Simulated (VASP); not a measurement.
Ta2N, 3 atoms in the cell. It takes space group P-3m1 (No. 164, trigonal). Conventional cell: a = 3.156 Å, b = 3.156 Å, c = 5.064 Å, α = 90.00°, β = 90.00°, γ = 120.00°. Ta (site symmetry 3m) has 3 N at 2.23 Å within 2.9 Å. Within 2.9 Å of N (site symmetry -3m) lie 6 Ta at 2.23 Å.  This cell differs from its parent crystal: strain +0.025 along x and y, +0.050 along z.

| Quantity | Value |
| --- | --- |
| Program | VASP 6.6.1 |
| Task | single point |
| Functional | PBEsol |
| Potentials or basis | VASP PAW PBE potentials, release 64 (Ta_pv, N) |
| Cutoff | 520 eV |
| k mesh | 18 × 18 × 10 |
| Occupations | gaussian, width 0.15 eV |
| Spin | no spin polarisation |
| Dipole correction | no |
| Further INCAR settings | ALGO = Normal; EDIFF = 1e-06; NBANDS = 20 |

Potentials or basis: VASP PAW PBE potentials, release 64 (Ta_pv, N).

Launch:

```bash
$ cat potpaw_PBE.64/Ta_pv/POTCAR potpaw_PBE.64/N/POTCAR > POTCAR
$ mpirun -np 1 vasp_std > vasp.out
```

Hardware: 1 thread of Intel Xeon 8259CL, on a shared host.

Task: Estimate the wall time of this run.

Result: Wall time 7.5 min on 1 thread of Intel Xeon 8259CL, with other jobs on the host, peak memory 0.34 GiB. Counts: scf iterations 14, k points 330.
